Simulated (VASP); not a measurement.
A run of VASP 6.6.1 is set up as follows.

File INCAR:

```
PREC = Accurate ; ENCUT = 600
EDIFF = 1E-6 ; ISMEAR = 0
SIGMA = 0.1 ; LREAL = False
LASPH = True ; NELM = 200
ALGO = Normal ; ISIF = 2
LWAVE = False ; LCHARG = True
ISPIN = 2 ; MAGMOM = 1.9 1.9 0 0 0 0
LORBIT = 11 ; LMAXMIX = 4
GGA = PE ; LELF = True
LVHAR = True ; NBANDS = 39
GGA_COMPAT = False
```

File KPOINTS:

```
Automatic mesh
0
Gamma
  8 8 12
```

The input POSCAR:

```
CrO2
1.0
    4.4443458138      0.0000000000      0.0000000000
    0.0000000000      4.4443458138      0.0000000000
    0.0000000000      0.0000000000      2.9209943656
Cr O
2 4
Direct
    0.0000000000      0.0000000000      0.0000000000
    0.5000000000      0.5000000000      0.5000000000
    0.3035937220      0.3035937220      0.0000000000
    0.1964062780      0.8035937220      0.5000000000
    0.6964062780      0.6964062780      0.0000000000
    0.8035937220      0.1964062780      0.5000000000
```

Potentials or basis: VASP PAW PBE potentials, release 64 (Cr_sv, O).

Launch:

```sh
$ cat potpaw_PBE.64/Cr_sv/POTCAR potpaw_PBE.64/O/POTCAR > POTCAR
$ mpirun -np 1 vasp_std > vasp.out
```

**Question.** What does it give for the site moments?

**Answer.** Cr +1.95; O -0.08 μB.

**Question.** What does it give for the largest force?

**Answer.** 0.007 eV/Å.

Forces on the atoms (eV/Å):
```
Cr   0.000  0.000  0.000
Cr   0.000  0.000  0.000
O   -0.005 -0.005  0.000
O    0.005 -0.005  0.000
O    0.005  0.005  0.000
O   -0.005  0.005  0.000
```

Caveat: only a ferromagnetic start was run, and an antiferromagnetic order may lie lower in energy.
